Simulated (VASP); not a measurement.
# SrTiO3 (Pm-3m) in VASP: settings compared

Aim: see how the results for SrTiO3 move with the level of theory and the settings. Levels: PBEsol, PBEsol+U. Tasks: single point.

Everything below comes from runs of VASP 6.6.1. Logs are shortened: lines on timing, memory, paths and dates and some standing lists are left out, and cuts for length are marked.

## 1. The cell of the first run

The structure is cubic, space group Pm-3m (No. 221). Conventional cell: a = 3.891 Å, b = 3.891 Å, c = 3.891 Å, α = 90.00°, β = 90.00°, γ = 90.00°. Within 3.6 Å of Sr (site symmetry m-3m) lie 12 O at 2.75 Å and 8 Ti at 3.37 Å. Ti (site symmetry m-3m) has 6 O at 1.95 Å within 2.6 Å. O (site symmetry 4/mmm) has 2 Ti at 1.95 Å within 2.6 Å.

## 2. Single point, PBEsol

Contents of INCAR:

```
ALGO = Normal
EDIFF = 1E-6
ENCUT = 520
GGA = PS
ISIF = 2
ISMEAR = 0
LASPH = True
LCHARG = True
LELF = True
LREAL = False
LVHAR = True
LWAVE = False
NBANDS = 28
NELM = 80
PREC = Accurate
SIGMA = 0.02
```

Contents of KPOINTS:

```
k-points
0
Gamma
  8 8 8
```

Contents of POSCAR:

```
SrTiO3
1.0
    3.8911201339      0.0000000000      0.0000000000
    0.0000000000      3.8911201339      0.0000000000
    0.0000000000      0.0000000000      3.8911201339
Sr Ti O
1 1 3
Direct
    0.0000000000      0.0000000000      0.0000000000
    0.5000000000      0.5000000000      0.5000000000
    0.0000000000      0.5000000000      0.5000000000
    0.5000000000      0.0000000000      0.5000000000
    0.5000000000      0.5000000000      0.0000000000
```

Potentials or basis: VASP PAW PBE potentials, release 64 (Sr_sv, Ti_sv, O).

Launch:

```console
$ cat potpaw_PBE.64/Sr_sv/POTCAR potpaw_PBE.64/Ti_sv/POTCAR potpaw_PBE.64/O/POTCAR > POTCAR
$ mpirun -np 1 vasp_std > vasp.out
```

OUTCAR:

```text
EDIFF = 1E-6
   ENCUT = 520
   GGA = PS
   ISIF = 2
   ISMEAR = 0
   LASPH = True
   LREAL = False
   NELM = 80
   PREC = Accurate

 ion  position               nearest neighbor table
   1  0.000  0.000  0.000-   3 2.75   4 2.75   5 2.75   3 2.75   4 2.75   3 2.75   5 2.75   3 2.75
                             4 2.75   5 2.75   4 2.75   5 2.75   2 3.37   2 3.37   2 3.37   2 3.37
   2  0.500  0.500  0.500-   3 1.95   4 1.95   5 1.95   5 1.95   4 1.95   3 1.95   1 3.37   1 3.37
                             1 3.37   1 3.37   1 3.37   1 3.37   1 3.37   1 3.37
   3  0.000  0.500  0.500-   2 1.95   2 1.95   1 2.75   1 2.75   1 2.75   1 2.75
   4  0.500  0.000  0.500-   2 1.95   2 1.95   1 2.75   1 2.75   1 2.75   1 2.75
   5  0.500  0.500  0.000-   2 1.95   2 1.95   1 2.75   1 2.75   1 2.75   1 2.75

  LATTYP: Found a simple cubic cell.
 ALAT       =     3.8911201339

  Lattice vectors:

 A1 = (   3.8911201339,   0.0000000000,   0.0000000000)
 A2 = (   0.0000000000,   3.8911201339,   0.0000000000)
 A3 = (   0.0000000000,   0.0000000000,   3.8911201339)

Analysis of symmetry for initial positions (statically):
=====================================================================
 Subroutine PRICEL returns:
 Original cell was already a primitive cell.

 Routine SETGRP: Setting up the symmetry group for a
 simple cubic supercell.

 Subroutine GETGRP returns: Found 48 space group operations
 (whereof 48 operations were pure point group operations)
 out of a pool of 48 trial point group operations.

The static configuration has the point symmetry O_h .

Analysis of symmetry for dynamics (positions and initial velocities):
=====================================================================
 Subroutine PRICEL returns:
 Original cell was already a primitive cell.

 Routine SETGRP: Setting up the symmetry group for a
 simple cubic supercell.

 Subroutine GETGRP returns: Found 48 space group operations
 (whereof 48 operations were pure point group operations)
 out of a pool of 48 trial point group operations.

The dynamic configuration has the point symmetry O_h .

 Subroutine INISYM returns: Found 48 space group operations
 (whereof 48 operations are pure point group operations),
 and found     1 'primitive' translations

[... 90 lines left out ...]
 SYSTEM =  unknown system
   PREC   = accura    normal or accurate (medium, high low for compatibility)
   ISTART =      0    job   : 0-new  1-cont  2-samecut
   ICHARG =      2    charge: 1-file 2-atom 10-const
   ISPIN  =      1    spin polarized calculation?
   LNONCOLLINEAR =      F non collinear calculations
   LSORBIT =      F    spin-orbit coupling
   LASPH  =      T    aspherical Exc in radial PAW
   ENCUT  =  520.0 eV  38.22 Ry    6.18 a.u.   7.23  7.23  7.23*2*pi/ulx,y,z
   NELM   =     80;   NELMIN=  2; NELMDL= -5     # of ELM steps
   EDIFF  = 0.1E-05   stopping-criterion for ELM
   LREAL  =      F    real-space projection
   EDIFFG = 0.1E-04   stopping-criterion for IOM
   NSW    =      0    number of steps for IOM
   IBRION =     -1    ionic relax: 0-MD 1-quasi-New 2-CG
   NFREE  =      0    steps in history (QN), initial steepest desc. (CG)
   ISIF   =      2    stress and relaxation
   ISYM   =      2    0-nonsym 1-usesym 2-fastsym
   POTIM  = 0.5000    time-step for ionic-motion
   TEBEG  =    0.0;   TEEND  =   0.0 temperature during run
   PSTRESS=    0.0 pullay stress
   NELECT =      40.0000    total number of electrons
   NUPDOWN=      -1.0000    fix difference up-down
   EMIN   =  10.00;   EMAX   =-10.00  energy-range for DOS
   EFERMI =   0.00;   METHOD = LEGACY
   ISMEAR =     0;   SIGMA  =   0.02  broadening in eV -4-tet -1-fermi 0-gaus
   EFERMI_NEDOS =   21; number of points for ismear=-14 and -15
   IALGO  =     38    algorithm
   IMIX   =      4    mixing-type and parameters
     AMIX     =   0.40;   BMIX     =  1.00
     AMIX_MAG =   1.60;   BMIX_MAG =  1.00
  volume/ion in A,a.u.               =      11.78        79.52
  Fermi-wavevector in a.u.,A,eV,Ry     =   1.438865  2.719061 28.168602  2.070334
  Thomas-Fermi vector in A             =   2.557785
   LORBIT       =      0    0 simple, 1 ext, 2 COOP (PROOUT), +10 PAW based schemes
   GGA     = PS    functional components
   LHFCALC =     F    Hartree Fock is set to
   AEXX    =    0.0000 exact exchange contribution
   IVDW    =     0    specifies the selected vdW correction
   LEPSILON=     F    determine dielectric tensor
   LRPA    =     F    only Hartree local field effects (RPA)
 non-spin polarized calculation
 Gauss-broadening in eV      SIGMA  =   0.02
  energy-cutoff  :      520.00
  volume of cell :       58.91
 maximum number of plane-waves:      1622
 NGX is ok and might be reduce to    30
   NGX = 15   NGY = 15   NGZ = 15

 number of electron      40.0000013 magnetization

 Free energy of the ion-electron system (eV)
  ---------------------------------------------------
  ext. energy  EPLUGINS =         0.00000000
  ---------------------------------------------------
  free energy    TOTEN  =       -42.01575948 eV

  energy without entropy =      -42.01575948  energy(sigma->0) =      -42.01575948

 E-fermi :   4.2920     XC(G=0): -11.5968

 val. band max:        4.1136972096   @ k =   0.5000   0.5000   0.5000
 cond. band min:       5.9336081037   @ k =   0.0000   0.0000   0.0000
 fundamental gap:      1.8199108942
 Fermi energy:         4.2920414916

 k-point     1 :       0.0000    0.0000    0.0000
  band No.  band energies     occupation
      1     -52.0426      2.00000
      2     -28.4997      2.00000
      3     -28.4120      2.00000
      4     -28.4120      2.00000
      5     -28.4120      2.00000
      6     -13.2852      2.00000
[... 733 lines left out ...]
     27      12.3679      0.00000
     28      12.8760      0.00000

 [... further k-points ...]
[... 5 lines left out ...]
  --------------------------------------------------------------------------------------
  -------------------------------------------------------------------------------------
  Total        0.2453081      0.2453081      0.2453081      0.0000000      0.0000000     -0.0000000
  in kB        6.6711181      6.6711181      6.6711181      0.0000000      0.0000000     -0.0000000
  external PRESSURE =       6.6711181 kB  Pullay stress =       0.0000000 kB

 VOLUME and BASIS-vectors are now :
 -----------------------------------------------------------------------------
  energy-cutoff  :      520.00
  volume of cell :       58.91
      direct lattice vectors                 reciprocal lattice vectors
     3.891120134  0.000000000  0.000000000     0.256995406  0.000000000  0.000000000
     0.000000000  3.891120134  0.000000000     0.000000000  0.256995406  0.000000000
     0.000000000  0.000000000  3.891120134     0.000000000  0.000000000  0.256995406

 POSITION                                       TOTAL-FORCE (eV/Angst)
 -----------------------------------------------------------------------------------
      0.00000      0.00000      0.00000         0.000000      0.000000      0.000000
      1.94556      1.94556      1.94556         0.000000      0.000000      0.000000
      0.00000      1.94556      1.94556         0.000000      0.000000      0.000000
      1.94556      0.00000      1.94556         0.000000      0.000000      0.000000
      1.94556      1.94556      0.00000         0.000000      0.000000      0.000000
 -----------------------------------------------------------------------------------
    total drift:                                0.000000      0.000000     -0.000000

  FREE ENERGIE OF THE ION-ELECTRON SYSTEM (eV)
  ---------------------------------------------------
  free  energy   TOTEN  =       -42.0157594818 eV

  energy  without entropy=      -42.0157594818  energy(sigma->0) =      -42.01575948
```

OSZICAR:

```text
N       E                     dE             d eps       ncg     rms          rms(c)
DAV:   1     0.426835383611E+03    0.42684E+03   -0.21407E+04  1960   0.159E+03
DAV:   2    -0.696659462181E+01   -0.43380E+03   -0.41456E+03  2196   0.439E+02
DAV:   3    -0.495793146703E+02   -0.42613E+02   -0.42287E+02  2724   0.133E+02
DAV:   4    -0.515636226497E+02   -0.19843E+01   -0.19797E+01  2908   0.247E+01
DAV:   5    -0.516108943823E+02   -0.47272E-01   -0.47250E-01  2692   0.328E+00    0.273E+01
DAV:   6    -0.421086370491E+02    0.95023E+01   -0.48561E+01  2748   0.636E+01    0.155E+01
DAV:   7    -0.421035317163E+02    0.51053E-02   -0.69450E+00  2568   0.196E+01    0.113E+01
DAV:   8    -0.421450610183E+02   -0.41529E-01   -0.17044E+00  2276   0.139E+01    0.341E+00
DAV:   9    -0.420255789819E+02    0.11948E+00   -0.43854E-01  2360   0.685E+00    0.116E+00
DAV:  10    -0.420226356986E+02    0.29433E-02   -0.96874E-02  2420   0.204E+00    0.796E-01
DAV:  11    -0.420157684180E+02    0.68673E-02   -0.27611E-02  2904   0.169E+00    0.153E-01
DAV:  12    -0.420157767063E+02   -0.82883E-05   -0.19563E-03  2312   0.506E-01    0.110E-01
DAV:  13    -0.420157752688E+02    0.14376E-05   -0.68451E-04  2832   0.215E-01    0.612E-02
DAV:  14    -0.420157663144E+02    0.89544E-05   -0.47419E-05  2348   0.573E-02    0.295E-02
DAV:  15    -0.420157599763E+02    0.63381E-05   -0.16073E-05  2864   0.370E-02    0.150E-02
DAV:  16    -0.420157595195E+02    0.45676E-06   -0.10905E-05  2232   0.247E-02    0.244E-03
DAV:  17    -0.420157594818E+02    0.37699E-07   -0.76742E-07  1248   0.808E-03
   1 F= -.42015759E+02 E0= -.42015759E+02  d E =-.193482E-38
```

stdout:

```text
POSCAR found type information on POSCAR SrTiO
 POSCAR found :  3 types and       5 ions
 scaLAPACK will be used
 -----------------------------------------------------------------------------
|                                                                             |
|                                                                             |
|     You enforced a specific xc type in the INCAR file but a different       |
|     I HOPE YOU KNOW WHAT YOU ARE DOING!                                     |
|                                                                             |
 -----------------------------------------------------------------------------

 LDA part: xc-table for (Slater+PW92), standard interpolation
 POSCAR, INCAR and KPOINTS ok, starting setup
 FFT: planning ... GRIDC
 FFT: planning ... GRID_SOFT
 FFT: planning ... GRID
 WAVECAR not read
 entering main loop
```

Wall time 83 s (1 thread of AMD EPYC 7R43 (Zen 3), shared host); peak memory 0.17 GiB.

Results:

- Free energy: -42.0158 eV
- Pressure: 0.7 GPa
- Band gap on the k mesh: 1.82 eV, indirect (least direct gap 2.17 eV)

Caveat: the PAW data sets were made with another functional, which shifts forces and pressure a little. A k mesh can miss the band edges.

## 3. Single point, PBEsol

Contents of INCAR:

```
SYSTEM = SrTiO3
  ALGO = Normal
  EDIFF = 1E-7
  ENCUT = 520
  GGA = PS
  ISIF = 2
  ISMEAR = 0
  LASPH = .True.
  LCHARG = .True.
  LELF = .True.
  LREAL = .False.
  LVHAR = .True.
  LWAVE = .False.
  NBANDS = 28
  NELM = 100
  PREC = Accurate
  SIGMA = 0.02
```

Contents of KPOINTS:

```
k-points
0
Gamma
  8 8 8
  0 0 0
```

POSCAR is that of step 2.

Potentials or basis: VASP PAW PBE potentials, release 64 (Sr_sv, Ti_sv, O).

Launch:

```console
$ cat potpaw_PBE.64/Sr_sv/POTCAR potpaw_PBE.64/Ti_sv/POTCAR potpaw_PBE.64/O/POTCAR > POTCAR
$ mpirun -np 1 vasp_std > vasp.out
```

Wall time 96 s (1 thread of AMD EPYC 7R43 (Zen 3), shared host); peak memory 0.16 GiB.

Results (log left out):

```
Free energy            : -42.0158 eV
Pressure               : 0.7 GPa
Band gap on the k mesh : 1.82 eV, indirect (least direct gap 2.17 eV)
```

Levels at points of the mesh, in eV from the valence-band top:
```
           k point  band 18  band 19  band 20  band 21  band 22  band 23
(0.00, 0.00, 0.00)    -0.35    -0.35    -0.35     1.82     1.82     1.82
(0.50, 0.00, 0.00)    -2.07    -0.74    -0.74     2.00     3.83     3.83
(0.50, 0.50, 0.00)    -1.60    -1.60    -0.10     3.84     3.84     4.30
(0.50, 0.50, 0.50)     0.00     0.00     0.00     4.54     4.54     4.54
```

Caveat: the PAW data sets were made with another functional, which shifts forces and pressure a little. As with any semilocal functional, this PBEsol gap is likely too small.

## 4. Single point, PBEsol+U

Contents of INCAR:

```
PREC     = Accurate       # precision mode
ENCUT    = 520            # plane-wave cutoff, eV
EDIFF    = 1E-6           # SCF threshold, eV
ISMEAR   = 0              # smearing method
SIGMA    = 0.02           # smearing width, eV
LREAL    = False          # projectors in reciprocal space
LASPH    = True           # aspherical terms in the spheres
NELM     = 150            # most SCF steps
ALGO     = Normal         # electronic algorithm
ISIF     = 2              # what is computed and relaxed
LWAVE    = False          # write WAVECAR
LCHARG   = False          # write CHGCAR
LMAXMIX  = 4              # l up to which the mixer works
LDAU     = True           # DFT+U
LDAUTYPE = 2            
LDAUL    = -1 2 -1        # shell
LDAUU    = 0 1 0          # U, eV
LDAUJ    = 0 0 0        
LDAUPRINT= 1            
GGA      = PS             # functional
NBANDS   = 28             # bands
```

Contents of KPOINTS:

```
regular mesh
0
Gamma
  8 8 8
```

POSCAR is that of step 3.

Launch:

```console
$ cat potpaw_PBE.64/Sr_sv/POTCAR potpaw_PBE.64/Ti_sv/POTCAR potpaw_PBE.64/O/POTCAR > POTCAR
$ mpirun -np 1 vasp_std > vasp.out
```

Wall time 79 s (1 thread of AMD EPYC 7R43 (Zen 3), shared host); peak memory 0.16 GiB.

The run converged. Its results:

```yaml
Free_energy: -41.3018 eV
Pressure: 1.7 GPa
Band_gap_on_the_k_mesh: 1.94 eV, indirect (least direct gap 2.31 eV)
```

Levels at points of the mesh, in eV from the valence-band top:
```
           k point  band 18  band 19  band 20  band 21  band 22  band 23
(0.00, 0.00, 0.00)    -0.37    -0.37    -0.37     1.94     1.94     1.94
(0.50, 0.00, 0.00)    -2.07    -0.76    -0.76     2.13     3.94     3.94
(0.50, 0.50, 0.00)    -1.61    -1.61    -0.10     3.95     3.95     4.41
(0.50, 0.50, 0.50)     0.00     0.00     0.00     4.65     4.65     4.65
```

Eigenvalues of the final occupation matrices:
```
    site  spin  trace               eigenvalues
site 2 d     1   0.89  0.12 0.12 0.12 0.26 0.26
site 2 d     2   0.89  0.12 0.12 0.12 0.26 0.26
```

Caveat: the PAW data sets were made with another functional, which shifts forces and pressure a little. A k mesh can miss the band edges.

(Continued in part 2 of 2.)
